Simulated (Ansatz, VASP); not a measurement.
# Two plane-wave programs on Si2Mo

INCAR

```
SYSTEM = Si2Mo
PREC     = Accurate       ! precision mode
ENCUT    = 520            ! plane-wave cutoff, eV
EDIFF    = 1E-6           ! SCF threshold, eV
ISMEAR   = -1             ! smearing method
SIGMA    = 0.02           ! smearing width, eV
LREAL    = .False.        ! projectors in reciprocal space
LASPH    = .True.         ! aspherical terms in the spheres
NELM     = 80             ! most SCF steps
ALGO     = Normal         ! electronic algorithm
ISIF     = 2              ! what is computed and relaxed
LWAVE    = .False.        ! write WAVECAR
LCHARG   = .False.        ! write CHGCAR
GGA      = CA             ! functional
NBANDS   = 43             ! bands
```

The input KPOINTS:

```
regular mesh
0
Gamma
  6 6 4
  0 0 0
```

POSCAR

```
Si2Mo
1.0
    4.5840216855      0.0000000000      0.0000000000
   -2.2920108427      3.9698792311      0.0000000000
    0.0000000000      0.0000000000      6.5770742344
Si Mo
6 3
Direct
    0.1638644045      0.8361355955      0.8333333333
    0.3277288090      0.1638644045      0.1666666667
    0.8361355955      0.6722711910      0.5000000000
    0.8361355955      0.1638644045      0.8333333333
    0.6722711910      0.8361355955      0.1666666667
    0.1638644045      0.3277288090      0.5000000000
    0.5000000000      0.0000000000      0.5000000000
    0.0000000000      0.5000000000      0.1666666667
    0.5000000000      0.5000000000      0.8333333333
```

Input for Ansatz:

```yaml
crystal:
  lattice:
    - [4.5840216855, 0.0, 0.0]
    - [-2.2920108427, 3.9698792311, 0.0]
    - [0.0, 0.0, 6.5770742344]
  atoms:
    - { symbol: Si, position: [0.1638644045, 0.8361355955, 0.8333333333] }
    - { symbol: Si, position: [0.327728809, 0.1638644045, 0.1666666667] }
    - { symbol: Si, position: [0.8361355955, 0.672271191, 0.5] }
    - { symbol: Si, position: [0.8361355955, 0.1638644045, 0.8333333333] }
    - { symbol: Si, position: [0.672271191, 0.8361355955, 0.1666666667] }
    - { symbol: Si, position: [0.1638644045, 0.327728809, 0.5] }
    - { symbol: Mo, position: [0.5, 0.0, 0.5] }
    - { symbol: Mo, position: [0.0, 0.5, 0.1666666667] }
    - { symbol: Mo, position: [0.5, 0.5, 0.8333333333] }
kpoints:
  mp_grid: { grid: [6, 6, 4] }
  band_path:
    path:
      - [0.0, 0.0, 0.0]
      - [0.5, 0.0, 0.0]
      - [0.3333333333, 0.3333333333, 0.0]
      - [0.0, 0.0, 0.5]
      - [0.5, 0.0, 0.5]
      - [0.3333333333, 0.3333333333, 0.5]
      - [0.0, 0.5, 0.5]
      - [0.0, 0.5, 0.0]
    npoints: 1
hamiltonian:
  xc: lda
scf:
  occupations: { method: fermi_dirac, width: 0.02 }
  n_extra_bands: 6
output:
  forces: true
  stress: true
  eigenvalues: true
```

Alike in both runs: task single point; functional LDA; k mesh 6 × 6 × 4; occupations fermi-dirac, width 0.02 eV; no spin polarisation.

```csv
,VASP,Ansatz
version,VASP 6.6.1,Ansatz 0.2.0
potentials or method,"VASP PAW LDA potentials, release 64 (Si, Mo_sv)","plane waves, PAW"
plane-wave cutoff (eV),520,420
valence electrons in the cell,66,66
```

VASP gave:

```
pressure (GPa)                                                : -4.1
traceless stress, the component that is largest in VASP (GPa) : -0.22
rms of the force components (eV/Å)                            : 0.023
```

Which values does Ansatz return?

Pressure (GPa): -4.7; traceless stress, the component that is largest in VASP (GPa): -0.24; rms of the force components (eV/Å): 0.026.

LDA's correlation is that of Perdew and Zunger in VASP and of Perdew and Wang (1992) in Ansatz. Atom by atom the forces differ by 0.003 eV/Å (rms over components).
